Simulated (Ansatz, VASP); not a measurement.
GaP in VASP and in Ansatz

```xyz
2
Lattice="0.0000 2.7196 2.7196 2.7196 0.0000 2.7196 2.7196 2.7196 0.0000" Properties=species:S:1:pos:R:3 pbc="T T T"
Ga    0.0000    0.0000    0.0000
P     1.3598    1.3598    1.3598
```

Alike in both runs: functional PBEsol; k mesh 10 × 10 × 10; occupations gaussian, width 0.02 eV; no spin polarisation.

Ansatz relaxed the structure, and its values are those at the end. VASP's run is a single point on that final structure, the one shown.

|  | VASP | Ansatz |
| --- | --- | --- |
| version | VASP 6.6.1 | Ansatz 0.2.0 |
| potentials or method | VASP PAW PBE potentials, release 64 (Ga_d, P), cutoff 500 eV | scalar-relativistic, plane waves, PAW |
| valence electrons in the cell | 18 | 18 |

```tsv
	VASP	Ansatz	Ansatz less VASP
gap on the k mesh at the Fermi level (eV)	1.47	1.47	-0.001
least direct gap on the mesh (eV)	1.80	1.79	-0.007
pressure (GPa)	-0.1	0.0	+0.12
```

VASP's potentials were made for PBE, not for PBEsol, and Ansatz warns of the same on its side.
